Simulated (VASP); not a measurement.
# BeCd2 (F-43m) in VASP: single point with PBE

Aim: the single point of BeCd2 with PBE.

All numbers are computed with VASP 6.6.1; they aren't measurements. Logs are shortened: lines on timing, memory, paths and dates and some standing lists are left out, and cuts for length are marked.

### 1 The cell of the first run

The structure is cubic, space group F-43m (No. 216). The conventional cell has a = 6.205 Å, b = 6.205 Å, c = 6.205 Å, α = 90.00°, β = 90.00°, γ = 90.00°. Be (site symmetry -43m) has 10 Cd at 2.69 to 3.10 Å within 3.5 Å. Cd (site symmetry -43m) has 4 Be at 2.69 Å and 4 Cd at 2.69 Å within 3.5 Å. Cd (site symmetry -43m) has 4 Cd at 2.69 Å and 6 Be at 3.10 Å within 3.5 Å.

### 2 Single point, PBE

The input, INCAR:

```
SYSTEM = BeCd2
  ALGO = Fast
  EDIFF = 1E-7
  ENCUT = 520
  GGA = PE
  ISIF = 2
  ISMEAR = 0
  LASPH = .True.
  LCHARG = .False.
  LREAL = .False.
  LWAVE = .False.
  NBANDS = 20
  NELM = 100
  PREC = Accurate
  SIGMA = 0.1
```

The input, KPOINTS:

```
k-points
0
Gamma
  6 6 6
  0 0 0
```

The input, POSCAR:

```
BeCd2
1.0
    0.0000000000      3.1023143800      3.1023143800
    3.1023143800      0.0000000000      3.1023143800
    3.1023143800      3.1023143800      0.0000000000
Be Cd
1 2
Direct
    0.2500000000      0.2500000000      0.2500000000
    0.5000000000      0.5000000000      0.5000000000
    0.7500000000      0.7500000000      0.7500000000
```

Potentials or basis: VASP PAW PBE potentials, release 64 (Be, Cd).

Started as:

```sh
$ cat potpaw_PBE.64/Be/POTCAR potpaw_PBE.64/Cd/POTCAR > POTCAR
$ mpirun -np 1 vasp_std > vasp.out
```

OUTCAR:

```text
SYSTEM = BeCd2
   EDIFF = 1E-7
   ENCUT = 520
   GGA = PE
   ISIF = 2
   ISMEAR = 0
   LASPH = .True.
   LREAL = .False.
   NELM = 100
   PREC = Accurate

 ion  position               nearest neighbor table
   1  0.250  0.250  0.250-   2 2.69   2 2.69   2 2.69   2 2.69
   2  0.500  0.500  0.500-   1 2.69   3 2.69   1 2.69   1 2.69   1 2.69   3 2.69   3 2.69   3 2.69

   3  0.750  0.750  0.750-   2 2.69   2 2.69   2 2.69   2 2.69

  LATTYP: Found a face centered cubic cell.
 ALAT       =     6.2046287600

  Lattice vectors:

 A1 = (   0.0000000000,   3.1023143800,   3.1023143800)
 A2 = (   3.1023143800,   0.0000000000,   3.1023143800)
 A3 = (   3.1023143800,   3.1023143800,   0.0000000000)

Analysis of symmetry for initial positions (statically):
=====================================================================
 Subroutine PRICEL returns:
 Original cell was already a primitive cell.

 Routine SETGRP: Setting up the symmetry group for a
 face centered cubic supercell.

 Subroutine GETGRP returns: Found 24 space group operations
 (whereof 24 operations were pure point group operations)
 out of a pool of 48 trial point group operations.

The static configuration has the point symmetry T_d .

Analysis of symmetry for dynamics (positions and initial velocities):
=====================================================================
 Subroutine PRICEL returns:
 Original cell was already a primitive cell.

 Routine SETGRP: Setting up the symmetry group for a
 face centered cubic supercell.

 Subroutine GETGRP returns: Found 24 space group operations
 (whereof 24 operations were pure point group operations)
 out of a pool of 48 trial point group operations.

The dynamic configuration has the point symmetry T_d .

 Subroutine INISYM returns: Found 24 space group operations
 (whereof 24 operations are pure point group operations),
 and found     1 'primitive' translations

----------------------------------------------------------------------------------------

                                     Primitive cell

  volume of cell :      59.7155

  direct lattice vectors                    reciprocal lattice vectors
     0.000000000  3.102314380  3.102314380    -0.161169997  0.161169997  0.161169997
     3.102314380  0.000000000  3.102314380     0.161169997 -0.161169997  0.161169997
     3.102314380  3.102314380  0.000000000     0.161169997  0.161169997 -0.161169997

  length of vectors
     4.387335071  4.387335071  4.387335071     0.279154624  0.279154624  0.279154624

  position of ions in fractional coordinates (direct lattice)
     0.250000000  0.250000000  0.250000000
     0.500000000  0.500000000  0.500000000
     0.750000000  0.750000000  0.750000000

  ion indices of the primitive-cell ions
   primitive index   ion index
                 1           1
                 2           2
                 3           3

----------------------------------------------------------------------------------------

 KPOINTS: k-points

Automatic generation of k-mesh.
 Grid dimensions read from file:
 generate k-points for:    6    6    6

 Generating k-lattice:

  Cartesian coordinates                     Fractional coordinates (reciprocal lattice)
    -0.026861666  0.026861666  0.026861666     0.166666667  0.000000000  0.000000000
     0.026861666 -0.026861666  0.026861666     0.000000000  0.166666667  0.000000000
     0.026861666  0.026861666 -0.026861666     0.000000000  0.000000000  0.166666667

  Length of vectors
     0.046525771  0.046525771  0.046525771

  Shift w.r.t. Gamma in fractional coordinates (k-lattice)
     0.000000000  0.000000000  0.000000000

 Subroutine IBZKPT returns following result:
 ===========================================

 Found     16 irreducible k-points:

 Following reciprocal coordinates:
            Coordinates               Weight
  0.000000  0.000000  0.000000      1.000000
  0.166667  0.000000  0.000000      8.000000
  0.333333  0.000000  0.000000      8.000000
  0.500000  0.000000  0.000000      4.000000
  0.166667  0.166667  0.000000      6.000000
  0.333333  0.166667  0.000000     24.000000
[... 8 lines left out ...]
 -0.333333  0.333333  0.166667     24.000000
 -0.333333  0.500000  0.166667     12.000000
   k-points           NKPTS =     16   k-points in BZ     NKDIM =     16   number of bands    NBANDS=     20
   number of dos      NEDOS =    301   number of ions     NIONS =      3
   total plane-waves  NPLWV =  46656
   dimension x,y,z NGX =    36 NGY =   36 NGZ =   36
   dimension x,y,z NGXF=    72 NGYF=   72 NGZF=   72
   ions per type =               1   2
   NGX,Y,Z   is equivalent  to a cutoff of  13.64, 13.64, 13.64 a.u.
   NGXF,Y,Z  is equivalent  to a cutoff of  27.28, 27.28, 27.28 a.u.
 SYSTEM =  BeCd2
   PREC   = accura    normal or accurate (medium, high low for compatibility)
   ISTART =      0    job   : 0-new  1-cont  2-samecut
   ICHARG =      2    charge: 1-file 2-atom 10-const
   ISPIN  =      1    spin polarized calculation?
   LNONCOLLINEAR =      F non collinear calculations
   LSORBIT =      F    spin-orbit coupling
   LASPH  =      T    aspherical Exc in radial PAW
   ENCUT  =  520.0 eV  38.22 Ry    6.18 a.u.   8.16  8.16  8.16*2*pi/ulx,y,z
   NELM   =    100;   NELMIN=  2; NELMDL= -5     # of ELM steps
   EDIFF  = 0.1E-06   stopping-criterion for ELM
   LREAL  =      F    real-space projection
   EDIFFG = 0.1E-05   stopping-criterion for IOM
   NSW    =      0    number of steps for IOM
   IBRION =     -1    ionic relax: 0-MD 1-quasi-New 2-CG
   NFREE  =      0    steps in history (QN), initial steepest desc. (CG)
   ISIF   =      2    stress and relaxation
   ISYM   =      2    0-nonsym 1-usesym 2-fastsym
   POTIM  = 0.5000    time-step for ionic-motion
   TEBEG  =    0.0;   TEEND  =   0.0 temperature during run
   PSTRESS=    0.0 pullay stress
   NELECT =      26.0000    total number of electrons
   NUPDOWN=      -1.0000    fix difference up-down
   EMIN   =  10.00;   EMAX   =-10.00  energy-range for DOS
   EFERMI =   0.00;   METHOD = LEGACY
   ISMEAR =     0;   SIGMA  =   0.10  broadening in eV -4-tet -1-fermi 0-gaus
   EFERMI_NEDOS =   21; number of points for ismear=-14 and -15
   IALGO  =     68    algorithm
   IMIX   =      4    mixing-type and parameters
     AMIX     =   0.40;   BMIX     =  1.00
     AMIX_MAG =   1.60;   BMIX_MAG =  1.00
  volume/ion in A,a.u.               =      19.91       134.33
  Fermi-wavevector in a.u.,A,eV,Ry     =   1.240805  2.344781 20.947484  1.539597
  Thomas-Fermi vector in A             =   2.375230
   LORBIT       =      0    0 simple, 1 ext, 2 COOP (PROOUT), +10 PAW based schemes
   GGA     = PE    functional components
   LHFCALC =     F    Hartree Fock is set to
   AEXX    =    0.0000 exact exchange contribution
   IVDW    =     0    specifies the selected vdW correction
   LEPSILON=     F    determine dielectric tensor
   LRPA    =     F    only Hartree local field effects (RPA)
 non-spin polarized calculation
 RMM-DIIS sequential band-by-band and
 Gauss-broadening in eV      SIGMA  =   0.10
  energy-cutoff  :      520.00
  volume of cell :       59.72
 maximum number of plane-waves:      1639
 NGX is ok and might be reduce to    36
   NGX = 17   NGY = 17   NGZ = 17

 number of electron      25.9999999 magnetization

 Free energy of the ion-electron system (eV)
  ---------------------------------------------------
  ext. energy  EPLUGINS =         0.00000000
  ---------------------------------------------------
  free energy    TOTEN  =        -3.47831643 eV

  energy without entropy =       -3.46566922  energy(sigma->0) =       -3.47199282

 E-fermi :   2.2159     XC(G=0): -10.1572

 val. band max:        2.2053791503   @ k =   0.5000   0.3333   0.1667
 cond. band min:       2.2457265212   @ k =   0.5000   0.1667   0.0000
 fundamental gap:      0.0403473708
 Fermi energy:         2.2159040392

 k-point     1 :       0.0000    0.0000    0.0000
  band No.  band energies     occupation
      1      -7.1924      2.00000
      2      -7.1924      2.00000
      3      -7.1924      2.00000
      4      -7.1156      2.00000
      5      -7.1156      2.00000
      6      -6.1662      2.00000
[... 12 lines left out ...]
     19       9.2511      0.00000
     20       9.8152      0.00000

 k-point     2 :       0.1667    0.0000    0.0000
  band No.  band energies     occupation
      1      -7.2700      2.00000
      2      -7.2700      2.00000
      3      -7.1830      2.00000
      4      -7.0004      2.00000
      5      -7.0004      2.00000
      6      -6.2744      2.00000
[... 12 lines left out ...]
     19       9.4565      0.00000
     20       9.7755      0.00000

 k-point     3 :       0.3333    0.0000    0.0000
  band No.  band energies     occupation
      1      -7.2839      2.00000
      2      -7.2839      2.00000
      3      -7.1736      2.00000
      4      -6.9488      2.00000
      5      -6.9488      2.00000
      6      -6.4080      2.00000
[... 12 lines left out ...]
     19      10.4950      0.00000
     20      11.2124      0.00000

 k-point     4 :       0.5000    0.0000    0.0000
  band No.  band energies     occupation
      1      -7.2589      2.00000
      2      -7.2589      2.00000
      3      -7.1705      2.00000
      4      -6.9755      2.00000
      5      -6.9755      2.00000
      6      -6.4715      2.00000
[... 12 lines left out ...]
     19      11.8320      0.00000
     20      12.9470      0.00000

 k-point     5 :       0.1667    0.1667    0.0000
  band No.  band energies     occupation
      1      -7.3391      2.00000
      2      -7.2054      2.00000
      3      -7.2054      2.00000
      4      -7.0267      2.00000
      5      -6.8933      2.00000
      6      -6.4187      2.00000
[... 12 lines left out ...]
     19       8.4455      0.00000
     20      11.2243      0.00000
[... 169 lines left out ...]
      6      -6.3742      2.00000
[... 12 lines left out ...]
     19      11.5033      0.00000
     20      15.1752      0.00000

 k-point    14 :       0.5000    0.3333    0.1667
  band No.  band energies     occupation
      1      -7.4044      2.00000
      2      -7.3357      2.00000
      3      -7.0851      2.00000
      4      -6.8521      2.00000
      5      -6.7239      2.00000
      6      -6.5760      2.00000
[... 12 lines left out ...]
     19      10.4234      0.00000
     20      12.9609      0.00000

 k-point    15 :      -0.3333    0.3333    0.1667
  band No.  band energies     occupation
      1      -7.4395      2.00000
      2      -7.3531      2.00000
      3      -7.0267      2.00000
      4      -6.7877      2.00000
      5      -6.6928      2.00000
      6      -6.5722      2.00000
[... 12 lines left out ...]
     19      10.8454      0.00000
     20      11.6248      0.00000

 k-point    16 :      -0.3333    0.5000    0.1667
  band No.  band energies     occupation
      1      -7.4386      2.00000
      2      -7.3583      2.00000
      3      -7.0229      2.00000
      4      -6.8952      2.00000
      5      -6.5867      2.00000
      6      -6.4632      2.00000
[... 12 lines left out ...]
     19      11.6035      0.00000
     20      12.7100      0.00000

------------------------ aborting loop because EDIFF is reached ----------------------------------------

  FORCE on cell =-STRESS in cart. coord.  units (eV):
  Direction    XX          YY          ZZ          XY          YZ          ZX
  --------------------------------------------------------------------------------------
  -------------------------------------------------------------------------------------
  Total        1.3840188      1.3840188      1.3840188      0.0000000      0.0000000      0.0000000
  in kB       37.1334390     37.1334390     37.1334390      0.0000000      0.0000000      0.0000000
  external PRESSURE =      37.1334390 kB  Pullay stress =       0.0000000 kB

 VOLUME and BASIS-vectors are now :
 -----------------------------------------------------------------------------
  energy-cutoff  :      520.00
  volume of cell :       59.72
      direct lattice vectors                 reciprocal lattice vectors
     0.000000000  3.102314380  3.102314380    -0.161169997  0.161169997  0.161169997
     3.102314380  0.000000000  3.102314380     0.161169997 -0.161169997  0.161169997
     3.102314380  3.102314380  0.000000000     0.161169997  0.161169997 -0.161169997

 POSITION                                       TOTAL-FORCE (eV/Angst)
 -----------------------------------------------------------------------------------
      1.55116      1.55116      1.55116        -0.000000     -0.000000      0.000000
      3.10231      3.10231      3.10231        -0.000000      0.000000      0.000000
      4.65347      4.65347      4.65347         0.000000     -0.000000     -0.000000
 -----------------------------------------------------------------------------------
    total drift:                                0.000000      0.000000      0.000000

  FREE ENERGIE OF THE ION-ELECTRON SYSTEM (eV)
  ---------------------------------------------------
  free  energy   TOTEN  =        -3.4783164255 eV

  energy  without entropy=       -3.4656692182  energy(sigma->0) =       -3.47199282
```

It took 17 s on 1 thread of Intel Xeon 6975P-C, shared host; peak memory 0.21 GiB.

What came out:

```
Free energy            : -3.4783 eV
Pressure               : 3.7 GPa
Band gap on the k mesh : zero (band 13 reaches 5.01 eV, above the bottom of band 14 at 0.70 eV)
```
